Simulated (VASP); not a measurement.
# ReSb (rocksalt type) (Fm-3m) in VASP: further runs

The runs below take ReSb (rocksalt type) through single point, with LDA.

All numbers are computed with VASP 6.6.1; they aren't measurements. Logs are shortened: lines on timing, memory, paths and dates and some standing lists are left out, and cuts for length are marked.

## (1) The cell of the first run

It takes space group Fm-3m (No. 225, cubic). Conventional cell: a = 4.944 Å, b = 4.944 Å, c = 4.944 Å, α = 90.00°, β = 90.00°, γ = 90.00°. Within 3.3 Å of Re (site symmetry m-3m) lie 6 Sb at 2.47 Å. Sb (site symmetry m-3m) has 6 Re at 2.47 Å within 3.3 Å.

## (2) Single point, LDA

Input file INCAR:

```
PREC = Accurate
ENCUT = 520
EDIFF = 1E-6
ISMEAR = 1
SIGMA = 0.1
LREAL = F
LASPH = T
NELM = 60
ALGO = Normal
ISIF = 2
LWAVE = F
LCHARG = F
GGA = CA
NBANDS = 13
```

Input file KPOINTS:

```
Automatic mesh
0
Gamma
  12 12 12
```

Input file POSCAR:

```
ReSb
1.0
    0.0000000000      2.4719632461      2.4719632461
    2.4719632461      0.0000000000      2.4719632461
    2.4719632461      2.4719632461      0.0000000000
Re Sb
1 1
Direct
    0.0000000000      0.0000000000      0.0000000000
    0.5000000000      0.5000000000      0.5000000000
```

Potentials or basis: VASP PAW LDA potentials, release 64 (Re, Sb).

Started as:

```console
cat potpaw_LDA.64/Re/POTCAR potpaw_LDA.64/Sb/POTCAR > POTCAR
mpirun -np 1 vasp_std > vasp.out
```

OUTCAR:

```text
PREC = Accurate
   ENCUT = 520
   EDIFF = 1E-6
   ISMEAR = 1
   LREAL = F
   LASPH = T
   NELM = 60
   ISIF = 2
   GGA = CA

 ion  position               nearest neighbor table
   1  0.000  0.000  0.000-   2 2.47   2 2.47   2 2.47   2 2.47   2 2.47   2 2.47
   2  0.500  0.500  0.500-   1 2.47   1 2.47   1 2.47   1 2.47   1 2.47   1 2.47

  LATTYP: Found a face centered cubic cell.
 ALAT       =     4.9439264922

  Lattice vectors:

 A1 = (   0.0000000000,   2.4719632461,   2.4719632461)
 A2 = (   2.4719632461,   0.0000000000,   2.4719632461)
 A3 = (   2.4719632461,   2.4719632461,   0.0000000000)

Analysis of symmetry for initial positions (statically):
=====================================================================
 Subroutine PRICEL returns:
 Original cell was already a primitive cell.

 Routine SETGRP: Setting up the symmetry group for a
 face centered cubic supercell.

 Subroutine GETGRP returns: Found 48 space group operations
 (whereof 48 operations were pure point group operations)
 out of a pool of 48 trial point group operations.

The static configuration has the point symmetry O_h .

Analysis of symmetry for dynamics (positions and initial velocities):
=====================================================================
 Subroutine PRICEL returns:
 Original cell was already a primitive cell.

 Routine SETGRP: Setting up the symmetry group for a
 face centered cubic supercell.

 Subroutine GETGRP returns: Found 48 space group operations
 (whereof 48 operations were pure point group operations)
 out of a pool of 48 trial point group operations.

The dynamic configuration has the point symmetry O_h .

 Subroutine INISYM returns: Found 48 space group operations
 (whereof 48 operations are pure point group operations),
 and found     1 'primitive' translations

----------------------------------------------------------------------------------------

                                     Primitive cell

  volume of cell :      30.2104

  direct lattice vectors                    reciprocal lattice vectors
     0.000000000  2.471963246  2.471963246    -0.202268380  0.202268380  0.202268380
     2.471963246  0.000000000  2.471963246     0.202268380 -0.202268380  0.202268380
     2.471963246  2.471963246  0.000000000     0.202268380  0.202268380 -0.202268380

  length of vectors
     3.495883948  3.495883948  3.495883948     0.350339110  0.350339110  0.350339110

[... 88 lines left out ...]
   POTIM  = 0.5000    time-step for ionic-motion
   TEBEG  =    0.0;   TEEND  =   0.0 temperature during run
   PSTRESS=    0.0 pullay stress
   NELECT =      12.0000    total number of electrons
   NUPDOWN=      -1.0000    fix difference up-down
   EMIN   =  10.00;   EMAX   =-10.00  energy-range for DOS
   EFERMI =   0.00;   METHOD = LEGACY
   ISMEAR =     1;   SIGMA  =   0.10  broadening in eV -4-tet -1-fermi 0-gaus
   EFERMI_NEDOS =   21; number of points for ismear=-14 and -15
   IALGO  =     38    algorithm
   IMIX   =      4    mixing-type and parameters
     AMIX     =   0.40;   BMIX     =  1.00
     AMIX_MAG =   1.60;   BMIX_MAG =  1.00
  volume/ion in A,a.u.               =      15.11       101.93
  Fermi-wavevector in a.u.,A,eV,Ry     =   1.203418  2.274131 19.704166  1.448215
  Thomas-Fermi vector in A             =   2.339172
   LORBIT       =      0    0 simple, 1 ext, 2 COOP (PROOUT), +10 PAW based schemes
   GGA     = CA    functional components
   LHFCALC =     F    Hartree Fock is set to
   AEXX    =    0.0000 exact exchange contribution
   IVDW    =     0    specifies the selected vdW correction
   LEPSILON=     F    determine dielectric tensor
   LRPA    =     F    only Hartree local field effects (RPA)
 non-spin polarized calculation
 Methfessel and Paxton  Order N= 1 SIGMA  =   0.10
  energy-cutoff  :      520.00
  volume of cell :       30.21
 maximum number of plane-waves:       869
 NGX is ok and might be reduce to    28
   NGX = 13   NGY = 13   NGZ = 13

 number of electron      12.0000001 magnetization

 Free energy of the ion-electron system (eV)
  ---------------------------------------------------
  ext. energy  EPLUGINS =         0.00000000
  ---------------------------------------------------
  free energy    TOTEN  =       -14.41029891 eV

  energy without entropy =      -14.40966511  energy(sigma->0) =      -14.41008764

 E-fermi :  12.9396     XC(G=0): -13.2143

 val. band max:       12.9355164925   @ k =  -0.4167   0.4167   0.0000
 cond. band min:      12.9545122506   @ k =  -0.4167   0.1667   0.0000
 fundamental gap:      0.0189957581
 Fermi energy:        12.9396473076

 k-point     1 :       0.0000    0.0000    0.0000
  band No.  band energies     occupation
      1      -2.3311      2.00000
      2      10.0952      2.00000
      3      10.0952      2.00000
      4      10.0952      2.00000
      5      11.1326      2.00000
      6      11.1326      2.00000
      7      14.9269     -0.00000
      8      14.9269     -0.00000
      9      14.9269     -0.00000
     10      19.1658      0.00000
     11      23.1835      0.00000
     12      27.0709      0.00000
     13      27.1191      0.00000
[... 354 lines left out ...]
  band No.  band energies     occupation
      1       1.9487      2.00000
      2       4.2527      2.00000
      3       7.2468      2.00000
      4       7.6156      2.00000
      5      12.1109      2.00000
      6      12.1581      2.00000
      7      12.9545      0.75146
      8      17.4136      0.00000
      9      18.7719      0.00000
     10      18.8560      0.00000
     11      23.5646      0.00000
     12      24.1499      0.00000
     13      25.8187      0.00000

 [... further k-points ...]

------------------------ aborting loop because EDIFF is reached ----------------------------------------

  FORCE on cell =-STRESS in cart. coord.  units (eV):
  Direction    XX          YY          ZZ          XY          YZ          ZX
  --------------------------------------------------------------------------------------
  -------------------------------------------------------------------------------------
  Total       14.1511017     14.1511017     14.1511017      0.0000000      0.0000000     -0.0000000
  in kB      750.4898269    750.4898269    750.4898269      0.0000000      0.0000000     -0.0000000
  external PRESSURE =     750.4898269 kB  Pullay stress =       0.0000000 kB

 VOLUME and BASIS-vectors are now :
 -----------------------------------------------------------------------------
  energy-cutoff  :      520.00
  volume of cell :       30.21
      direct lattice vectors                 reciprocal lattice vectors
     0.000000000  2.471963246  2.471963246    -0.202268380  0.202268380  0.202268380
     2.471963246  0.000000000  2.471963246     0.202268380 -0.202268380  0.202268380
     2.471963246  2.471963246  0.000000000     0.202268380  0.202268380 -0.202268380

 POSITION                                       TOTAL-FORCE (eV/Angst)
 -----------------------------------------------------------------------------------
      0.00000      0.00000      0.00000         0.000000     -0.000000      0.000000
      2.47196      2.47196      2.47196        -0.000000      0.000000     -0.000000
 -----------------------------------------------------------------------------------
    total drift:                               -0.000000      0.000000      0.000000

  FREE ENERGIE OF THE ION-ELECTRON SYSTEM (eV)
  ---------------------------------------------------
  free  energy   TOTEN  =       -14.4102989088 eV

  energy  without entropy=      -14.4096651113  energy(sigma->0) =      -14.41008764
```

OSZICAR:

```text
N       E                     dE             d eps       ncg     rms          rms(c)
DAV:   1     0.460883537945E+02    0.46088E+02   -0.52275E+03  2570   0.847E+02
DAV:   2    -0.122732440416E+02   -0.58362E+02   -0.53447E+02  2806   0.185E+02
DAV:   3    -0.146401999089E+02   -0.23670E+01   -0.23268E+01  2786   0.411E+01
DAV:   4    -0.146682884451E+02   -0.28089E-01   -0.28061E-01  2522   0.367E+00
DAV:   5    -0.146688823050E+02   -0.59386E-03   -0.59385E-03  2641   0.591E-01    0.334E+01
DAV:   6    -0.144949643141E+02    0.17392E+00   -0.92285E-02  3043   0.357E+00    0.186E+01
DAV:   7    -0.144115795087E+02    0.83385E-01   -0.14129E-02  2793   0.829E-01    0.245E+00
DAV:   8    -0.144102925325E+02    0.12870E-02   -0.91855E-04  2447   0.225E-01    0.131E-01
DAV:   9    -0.144102977056E+02   -0.51732E-05   -0.45058E-05  2640   0.119E-01    0.254E-02
DAV:  10    -0.144102996931E+02   -0.19874E-05   -0.30622E-06  2312   0.323E-02    0.660E-03
DAV:  11    -0.144102989088E+02    0.78424E-06   -0.17363E-07  1381   0.969E-03
   1 F= -.14410299E+02 E0= -.14410088E+02  d E =-.633797E-03
```

stdout:

```text
POSCAR found type information on POSCAR ReSb
 POSCAR found :  2 types and       2 ions
 scaLAPACK will be used
 LDA part: xc-table for (Slater(with rela. corr.)+CA(PZ))
 , standard interpolation
 POSCAR, INCAR and KPOINTS ok, starting setup
 FFT: planning ... GRIDC
 FFT: planning ... GRID_SOFT
 FFT: planning ... GRID
 WAVECAR not read
 entering main loop
```

Run time: 28 s. Hardware: 1 thread of Intel Xeon 8259CL, shared host; peak memory 0.17 GiB.

What came out:

| Quantity | Value |
| --- | --- |
| Free energy | -14.4103 eV |
| Pressure | 75.0 GPa |
| Band gap on the k mesh | zero (bands 6 and 7 overlap by 0.20 eV) |

Caveat: the cell stands under pressure; spin-orbit coupling is left out, which moves the levels of the heavy elements.

## (3) Single point, LDA (17.04 Å³/atom)

This run uses another cell than the first one, of 17.04 Å³/atom.

Input file INCAR:

```
  ALGO = Normal
  EDIFF = 1E-7
  ENCUT = 520
  GGA = CA
  ISIF = 2
  ISMEAR = -1
  LASPH = True
  LCHARG = False
  LREAL = False
  LWAVE = False
  NBANDS = 13
  NELM = 100
  PREC = Accurate
  SIGMA = 0.08
```

Input file KPOINTS:

```
k-points
0
Gamma
  12 12 12
```

Input file POSCAR:

```
ReSb
1.0
    0.0000000000      2.5733846082      2.5733846082
    2.5733846082      0.0000000000      2.5733846082
    2.5733846082      2.5733846082      0.0000000000
Re Sb
1 1
Direct
    0.0000000000      0.0000000000      0.0000000000
    0.5000000000      0.5000000000      0.5000000000
```

Potentials or basis: VASP PAW LDA potentials, release 64 (Re, Sb).

Started as:

```console
cat potpaw_LDA.64/Re/POTCAR potpaw_LDA.64/Sb/POTCAR > POTCAR
mpirun -np 1 vasp_std > vasp.out
```

Run time: 32 s. Hardware: 1 thread of Intel Xeon 8259CL, shared host; peak memory 0.17 GiB.

The run converged. Its results:

- Free energy: -15.6489 eV
- Pressure: 29.9 GPa
- Band gap on the k mesh: zero (bands 6 and 7 overlap by 0.15 eV)

Levels at points of the mesh, in eV from the Fermi level:
```tsv
k point	band 4	band 5	band 6	band 7	band 8	band 9
(0.00, 0.00, 0.00)	-2.31	-1.58	-1.58	1.64	1.64	1.64
(0.50, 0.00, 0.00)	-4.86	-0.51	-0.51	0.10	4.26	6.64
(0.50, 0.50, 0.00)	-1.66	-1.66	-0.67	0.31	0.31	0.55
```

Caveat: the cell stands under pressure; spin-orbit coupling is left out, which moves the levels of the heavy elements.
